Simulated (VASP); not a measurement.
A run of VASP 6.6.1:

INCAR

```
PREC = Accurate
ENCUT = 520
EDIFF = 1E-7
ISMEAR = 0
SIGMA = 0.15
LREAL = False
LASPH = True
NELM = 80
ALGO = Fast
ISIF = 2
LWAVE = False
LCHARG = True
GGA = PS
LELF = True
LVHAR = True
NBANDS = 26
```

The input KPOINTS:

```
regular mesh
0
Gamma
  14 14 14
```

POSCAR

```
AlCu3
1.0
    3.6318704096      0.0000000000      0.0000000000
    0.0000000000      3.6318704096      0.0000000000
    0.0000000000      0.0000000000      3.6318704096
Al Cu
1 3
Direct
   -0.0206505165      0.0000000000      0.0000000000
    0.5000000000      0.5000000000      0.0000000000
    0.5000000000      0.0000000000      0.5000000000
    0.0000000000      0.5000000000      0.5000000000
```

Potentials or basis: VASP PAW PBE potentials, release 64 (Al, Cu).

Run with:

```sh
$ cat potpaw_PBE.64/Al/POTCAR potpaw_PBE.64/Cu/POTCAR > POTCAR
$ mpirun -np 1 vasp_std > vasp.out
```

Hardware: 1 thread of Intel Xeon 8259CL, on a shared host.

**Question.** How long does it take, and how much memory?

**Answer.** It took 12 min on 1 thread of Intel Xeon 8259CL, with other jobs on the host, peak memory 0.39 GiB. Counts: scf iterations 18, k points 288.
